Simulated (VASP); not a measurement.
# Pt (P6/mmm) in VASP: a series of runs

Runs on Pt. Level: PBE. Tasks: single point.

Everything below comes from runs of VASP 6.6.1. Logs are shortened: lines on timing, memory, paths and dates and some standing lists are left out, and cuts for length are marked.

## Step 1: The cell of the first run

Symmetry: P6/mmm, No. 191, hexagonal system. Conventional cell: a = 4.411 Å, b = 4.411 Å, c = 2.625 Å, α = 90.00°, β = 90.00°, γ = 120.00°. Pt (site symmetry 6/mmm) has 14 Pt at 2.62 to 2.87 Å within 3.5 Å. Pt (site symmetry -6m2) has 11 Pt at 2.55 to 2.87 Å within 3.4 Å.

This isn't the form of Pt at room conditions, which is fcc.

## Step 2: Single point, PBE, collinear spin (14.75 Å³/atom)

INCAR

```
ALGO     = Normal         # electronic algorithm
EDIFF    = 1E-6           # SCF threshold, eV
ENCUT    = 520            # plane-wave cutoff, eV
GGA      = PE             # functional
ISIF     = 2              # what is computed and relaxed
ISMEAR   = -1             # smearing method
ISPIN    = 2              # spin polarisation
LASPH    = True           # aspherical terms in the spheres
LCHARG   = False          # write CHGCAR
LMAXMIX  = 4              # l up to which the mixer works
LORBIT   = 11             # projections on sites
LREAL    = False          # projectors in reciprocal space
LWAVE    = False          # write WAVECAR
MAGMOM   = 1 1 1          # initial moments
NBANDS   = 26             # bands
NELM     = 150            # most SCF steps
PREC     = Accurate       # precision mode
SIGMA    = 0.05           # smearing width, eV
```

KPOINTS

```
k-points
0
Gamma
  11 11 15
```

POSCAR

```
Pt
1.0
    4.4113280949      0.0000000000      0.0000000000
   -2.2056640474      3.8203221946      0.0000000000
    0.0000000000      0.0000000000      2.6248069059
Pt
3
Direct
    1.0000000000      0.0000000000      1.0000000000
    0.3333333333      0.6666666667      0.5000000000
    0.6666666667      0.3333333333      0.5000000000
```

Potentials or basis: VASP PAW PBE potentials, release 64 (Pt).

Command:

```
$ cat potpaw_PBE.64/Pt/POTCAR > POTCAR
$ mpirun -np 1 vasp_std > vasp.out
```

OUTCAR:

```text
EDIFF = 1E-6
   ENCUT = 520
   GGA = PE
   ISIF = 2
   ISMEAR = -1
   ISPIN = 2
   LASPH = True
   LORBIT = 11
   LREAL = False
   NELM = 150
   PREC = Accurate

 ion  position               nearest neighbor table
   1  0.000  0.000  0.000-   2 2.87   3 2.87   2 2.87   3 2.87   2 2.87   2 2.87   3 2.87   3 2.87
                             3 2.87   3 2.87   2 2.87   2 2.87
   2  0.333  0.667  0.500-   3 2.55   3 2.55   3 2.55   1 2.87   1 2.87   1 2.87   1 2.87   1 2.87
                             1 2.87
   3  0.667  0.333  0.500-   2 2.55   2 2.55   2 2.55   1 2.87   1 2.87   1 2.87   1 2.87   1 2.87
                             1 2.87

  LATTYP: Found a hexagonal cell.
 ALAT       =     4.4113280949
 C/A-ratio  =     0.5950151178

  Lattice vectors:

 A1 = (   4.4113280949,   0.0000000000,   0.0000000000)
 A2 = (  -2.2056640474,   3.8203221946,   0.0000000000)
 A3 = (   0.0000000000,   0.0000000000,   2.6248069059)

Analysis of symmetry for initial positions (statically):
=====================================================================
 Subroutine PRICEL returns:
 Original cell was already a primitive cell.

 Routine SETGRP: Setting up the symmetry group for a
 hexagonal supercell.

 Subroutine GETGRP returns: Found 24 space group operations
 (whereof 24 operations were pure point group operations)
 out of a pool of 24 trial point group operations.

The static configuration has the point symmetry D_6h.

Analysis of symmetry for dynamics (positions and initial velocities):
=====================================================================
 Subroutine PRICEL returns:
 Original cell was already a primitive cell.

 Routine SETGRP: Setting up the symmetry group for a
 hexagonal supercell.

 Subroutine GETGRP returns: Found 24 space group operations
 (whereof 24 operations were pure point group operations)
 out of a pool of 24 trial point group operations.

The dynamic configuration has the point symmetry D_6h.

Analysis of structural, dynamic, and magnetic symmetry:
=====================================================================
 Subroutine PRICEL returns:
 Original cell was already a primitive cell.

 Routine SETGRP: Setting up the symmetry group for a
 hexagonal supercell.

 Subroutine GETGRP returns: Found 24 space group operations
 (whereof 24 operations were pure point group operations)
 out of a pool of 24 trial point group operations.

The overall configuration has the point symmetry D_6h.

 Subroutine INISYM returns: Found 24 space group operations
 (whereof 24 operations are pure point group operations),
 and found     1 'primitive' translations

[... 121 lines left out ...]
   GGA     = PE    functional components
   LHFCALC =     F    Hartree Fock is set to
   AEXX    =    0.0000 exact exchange contribution
   IVDW    =     0    specifies the selected vdW correction
   LEPSILON=     F    determine dielectric tensor
   LRPA    =     F    only Hartree local field effects (RPA)
 spin polarized calculation
  energy-cutoff  :      520.00
  volume of cell :       44.24
 maximum number of plane-waves:      1216
 NGX is ok and might be reduce to    36
   NGX = 17   NGY = 17   NGZ =  9

 number of electron      30.0000002 magnetization       0.0033013

 Free energy of the ion-electron system (eV)
  ---------------------------------------------------
  ext. energy  EPLUGINS =         0.00000000
  ---------------------------------------------------
  free energy    TOTEN  =       -17.62992561 eV

  energy without entropy =      -17.58432367  energy(sigma->0) =      -17.60712464

 E-fermi :  11.6369     XC(G=0): -13.6103

 val. band max:       11.6362922265   @ k =   0.3636  -0.0000   0.0667
 cond. band min:      11.6371492199   @ k =   0.3636  -0.0000   0.0667
 fundamental gap:      0.0008569935
 Fermi energy:        11.6368782359

 spin component 1

 k-point     1 :       0.0000    0.0000    0.0000
  band No.  band energies     occupation
      1       1.2417      1.00000
      2       4.6049      1.00000
      3       6.3335      1.00000
      4       7.0977      1.00000
      5       7.0977      1.00000
      6       7.1191      1.00000
[... 685 lines left out ...]
     25      28.7574      0.00000
     26      29.7963      0.00000

 [... further k-points ...]

 spin component 2

 k-point     1 :       0.0000    0.0000    0.0000
  band No.  band energies     occupation
      1       1.2419      1.00000
      2       4.6053      1.00000
      3       6.3338      1.00000
      4       7.0982      1.00000
      5       7.0982      1.00000
      6       7.1196      1.00000
[... 685 lines left out ...]
     25      28.7575      0.00000
     26      29.7965      0.00000

 [... further k-points ...]

------------------------ aborting loop because EDIFF is reached ----------------------------------------

  FORCE on cell =-STRESS in cart. coord.  units (eV):
  Direction    XX          YY          ZZ          XY          YZ          ZX
  --------------------------------------------------------------------------------------
  -------------------------------------------------------------------------------------
  Total        6.5318161      6.5318161      6.6514886      0.0000000      0.0000000      0.0000000
  in kB      236.5798852    236.5798852    240.9143809      0.0000000      0.0000000      0.0000000
  external PRESSURE =     238.0247171 kB  Pullay stress =       0.0000000 kB

 VOLUME and BASIS-vectors are now :
 -----------------------------------------------------------------------------
  energy-cutoff  :      520.00
  volume of cell :       44.24
      direct lattice vectors                 reciprocal lattice vectors
     4.411328095  0.000000000  0.000000000     0.226689101  0.130879013  0.000000000
    -2.205664047  3.820322195  0.000000000     0.000000000  0.261758027  0.000000000
     0.000000000  0.000000000  2.624806906     0.000000000  0.000000000  0.380980406

 POSITION                                       TOTAL-FORCE (eV/Angst)
 -----------------------------------------------------------------------------------
      0.00000      0.00000      0.00000        -0.000000      0.000000     -0.000000
     -0.00000      2.54688      1.31240         0.000000      0.000000      0.000000
      2.20566      1.27344      1.31240        -0.000000      0.000000     -0.000000
 -----------------------------------------------------------------------------------
    total drift:                                0.000000      0.000000     -0.000000

  FREE ENERGIE OF THE ION-ELECTRON SYSTEM (eV)
  ---------------------------------------------------
  free  energy   TOTEN  =       -17.6299256107 eV

  energy  without entropy=      -17.5843236697  energy(sigma->0) =      -17.60712464

 total charge

# of ion       s       p       d       tot
------------------------------------------
    1        0.627   0.591   8.095   9.314
    2        0.695   0.667   8.093   9.455
    3        0.695   0.667   8.093   9.455
--------------------------------------------------
tot          2.017   1.925  24.282  28.224

 magnetization (x)

# of ion       s       p       d       tot
------------------------------------------
    1        0.000  -0.000   0.001   0.001
    2       -0.000  -0.000   0.001   0.001
    3       -0.000  -0.000   0.001   0.001
--------------------------------------------------
tot          0.000  -0.000   0.002   0.002
```

Wall time 1.8 min (1 thread of Intel Xeon 6975P-C (Granite Rapids), shared host); peak memory 0.32 GiB.

Results:

```
Free energy                                           : -17.6299 eV
Pressure                                              : 23.8 GPa
Band gap on the k mesh                                : zero (filled and empty bands overlap)
Net moment                                            : 0.00 μB per cell
Valence electrons inside the program's atomic spheres : Pt 9.31, 9.46 (each value once)
```

Levels at points of the mesh, in eV from the Fermi level:
Spin up:
```csv
k point,band 12,band 13,band 14,band 15,band 16,band 17,band 18,band 19
"(0.00, 0.00, 0.00)",-2.16,-2.03,-2.03,0.39,0.39,5.33,6.31,7.66
```
Spin down:
```tsv
k point	band 13	band 14	band 15	band 16	band 17	band 18
(0.00, 0.00, 0.00)	-2.03	-2.03	0.39	0.39	5.33	6.31
```

Caveat: the cell stands under pressure; spin-orbit coupling is left out, which moves the levels of the heavy elements.

## Step 3: Single point, PBE, collinear spin (15.39 Å³/atom)

This run uses another cell than the first one, of 15.39 Å³/atom.

INCAR

```
SYSTEM = Pt
PREC = Accurate
ENCUT = 520
EDIFF = 1E-7
ISMEAR = -1
SIGMA = 0.05
LREAL = .FALSE.
LASPH = .TRUE.
NELM = 150
ALGO = Normal
ISIF = 2
LWAVE = .FALSE.
LCHARG = .TRUE.
ISPIN = 2
MAGMOM = 1 1 1
LORBIT = 11
LMAXMIX = 4
GGA = PE
LELF = .TRUE.
LVHAR = .TRUE.
NBANDS = 26
```

KPOINTS

```
regular mesh
0
G
  11 11 15
  0 0 0
```

POSCAR

```
Pt
1.0
    4.4743555830      0.0000000000      0.0000000000
   -2.2371777915      3.8749056004      0.0000000000
    0.0000000000      0.0000000000      2.6623092142
Pt
3
Direct
    1.0000000000      0.0000000000      1.0000000000
    0.3333333333      0.6666666667      0.5000000000
    0.6666666667      0.3333333333      0.5000000000
```

Potentials or basis: VASP PAW PBE potentials, release 64 (Pt).

Command:

```
$ cat potpaw_PBE.64/Pt/POTCAR > POTCAR
$ mpirun -np 1 vasp_std > vasp.out
```

OUTCAR:

```text
SYSTEM = Pt
   PREC = Accurate
   ENCUT = 520
   EDIFF = 1E-7
   ISMEAR = -1
   LREAL = .FALSE.
   LASPH = .TRUE.
   NELM = 150
   ISIF = 2
   ISPIN = 2
   LORBIT = 11
   GGA = PE

 ion  position               nearest neighbor table
   1  0.000  0.000  0.000-   2 2.91   3 2.91   2 2.91   3 2.91   2 2.91   2 2.91   3 2.91   3 2.91
                             3 2.91   3 2.91   2 2.91   2 2.91
   2  0.333  0.667  0.500-   3 2.58   3 2.58   3 2.58   1 2.91   1 2.91   1 2.91   1 2.91   1 2.91
                             1 2.91
   3  0.667  0.333  0.500-   2 2.58   2 2.58   2 2.58   1 2.91   1 2.91   1 2.91   1 2.91   1 2.91
                             1 2.91

  LATTYP: Found a hexagonal cell.
 ALAT       =     4.4743555830
 C/A-ratio  =     0.5950151178

  Lattice vectors:

 A1 = (   4.4743555830,   0.0000000000,   0.0000000000)
 A2 = (  -2.2371777915,   3.8749056004,   0.0000000000)
 A3 = (   0.0000000000,   0.0000000000,   2.6623092142)

Analysis of symmetry for initial positions (statically):
=====================================================================
 Subroutine PRICEL returns:
 Original cell was already a primitive cell.

 Routine SETGRP: Setting up the symmetry group for a
 hexagonal supercell.

 Subroutine GETGRP returns: Found 24 space group operations
 (whereof 24 operations were pure point group operations)
 out of a pool of 24 trial point group operations.

The static configuration has the point symmetry D_6h.

Analysis of symmetry for dynamics (positions and initial velocities):
=====================================================================
 Subroutine PRICEL returns:
 Original cell was already a primitive cell.

 Routine SETGRP: Setting up the symmetry group for a
 hexagonal supercell.

 Subroutine GETGRP returns: Found 24 space group operations
 (whereof 24 operations were pure point group operations)
 out of a pool of 24 trial point group operations.

The dynamic configuration has the point symmetry D_6h.

Analysis of structural, dynamic, and magnetic symmetry:
=====================================================================
 Subroutine PRICEL returns:
 Original cell was already a primitive cell.
[... 159 lines left out ...]

 val. band max:       10.8160947604   @ k =   0.3636   0.0000   0.0667
 cond. band min:      10.8204985054   @ k =   0.2727   0.0909   0.2000
 fundamental gap:      0.0044037450
 Fermi energy:        10.8196629062

 spin component 1

 k-point     1 :       0.0000    0.0000    0.0000
  band No.  band energies     occupation
      1       0.8998      1.00000
      2       4.2305      1.00000
      3       5.8359      1.00000
      4       6.5755      1.00000
      5       6.5755      1.00000
      6       6.5950      1.00000
[... 685 lines left out ...]
     25      27.8788      0.00000
     26      28.9150      0.00000

 [... further k-points ...]

 spin component 2

 k-point     1 :       0.0000    0.0000    0.0000
  band No.  band energies     occupation
      1       0.8998      1.00000
      2       4.2305      1.00000
      3       5.8359      1.00000
      4       6.5755      1.00000
      5       6.5755      1.00000
      6       6.5950      1.00000
[... 685 lines left out ...]
     25      27.8789      0.00000
     26      28.9151      0.00000

 [... further k-points ...]

------------------------ aborting loop because EDIFF is reached ----------------------------------------

  FORCE on cell =-STRESS in cart. coord.  units (eV):
  Direction    XX          YY          ZZ          XY          YZ          ZX
  --------------------------------------------------------------------------------------
  -------------------------------------------------------------------------------------
  Total        2.8692255      2.8692255      2.9481535      0.0000000      0.0000000      0.0000000
  in kB       99.5921574     99.5921574    102.3317869      0.0000000      0.0000000      0.0000000
  external PRESSURE =     100.5053672 kB  Pullay stress =       0.0000000 kB

 VOLUME and BASIS-vectors are now :
 -----------------------------------------------------------------------------
  energy-cutoff  :      520.00
  volume of cell :       46.16
      direct lattice vectors                 reciprocal lattice vectors
     4.474355583  0.000000000  0.000000000     0.223495871  0.129035402  0.000000000
    -2.237177792  3.874905600  0.000000000     0.000000000  0.258070803  0.000000000
     0.000000000  0.000000000  2.662309214     0.000000000  0.000000000  0.375613770

 POSITION                                       TOTAL-FORCE (eV/Angst)
 -----------------------------------------------------------------------------------
      0.00000      0.00000      0.00000         0.000000     -0.000000      0.000000
     -0.00000      2.58327      1.33115        -0.000000      0.000000     -0.000000
      2.23718      1.29164      1.33115        -0.000000     -0.000000      0.000000
 -----------------------------------------------------------------------------------
    total drift:                                0.000000      0.000000     -0.000000

  FREE ENERGIE OF THE ION-ELECTRON SYSTEM (eV)
  ---------------------------------------------------
  free  energy   TOTEN  =       -17.8311562351 eV

  energy  without entropy=      -17.7833834657  energy(sigma->0) =      -17.80726985

 total charge

# of ion       s       p       d       tot
------------------------------------------
    1        0.605   0.540   8.060   9.205
    2        0.670   0.611   8.053   9.335
    3        0.670   0.611   8.053   9.335
--------------------------------------------------
tot          1.945   1.763  24.166  27.875

 magnetization (x)

# of ion       s       p       d       tot
------------------------------------------
    1        0.000   0.000   0.000   0.000
    2        0.000   0.000   0.000   0.000
    3        0.000   0.000   0.000   0.000
--------------------------------------------------
tot          0.000   0.000   0.000   0.000
```

Run time: 2.6 min. Hardware: 1 thread of Intel Xeon 6975P-C (Granite Rapids), shared host; peak memory 0.32 GiB.

Results:

- Free energy: -17.8312 eV
- Pressure: 10.1 GPa
- Band gap on the k mesh: zero (filled and empty bands overlap)
- Net moment: 0.00 μB per cell
- Valence electrons inside the program's atomic spheres: Pt 9.21, 9.34 (each value once)

Caveat: the cell stands under pressure; spin-orbit coupling is left out, which moves the levels of the heavy elements.
